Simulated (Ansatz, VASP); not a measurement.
## Ni in VASP and in Ansatz

```
Ni
1.0
     0.00000    1.70383    1.70383
     1.70383    0.00000    1.70383
     1.70383    1.70383    0.00000
Ni
1
Direct
  0.00000 0.00000 0.00000
```

Alike in both runs: task single point; functional r2SCAN; k mesh 20 × 20 × 20; occupations gaussian, width 0.1 eV; collinear spin.

|  | VASP | Ansatz |
| --- | --- | --- |
| version | VASP 6.6.1 | Ansatz 0.2.0 |
| potentials or method | VASP PAW PBE potentials, release 64 (Ni), cutoff 520 eV | scalar-relativistic, plane waves, PAW |
| valence electrons in the cell | 10 | 18 |

|  | VASP | Ansatz | Ansatz less VASP |
| --- | --- | --- | --- |
| gap on the k mesh at the Fermi level (eV) | none | none | - |
| pressure (GPa) | 15.7 | 15.4 | -0.32 |
| net moment per atom (μB) | 0.68 | 0.70 | +0.023 |
| size of the moment on the site where the two differ most (μB) | 0.69 | 0.76 | +0.074 |

VASP's potentials were made for PBE, not for r2SCAN. Site moments also hang on the region over which each program counts them. A gap of «none» marks a metal or a gap that the smearing closes. VASP's potentials hold 10 valence electrons a cell and Ansatz's 18, so a difference there can come from the potentials and not from the codes. Ansatz's warnings: stability check not made.
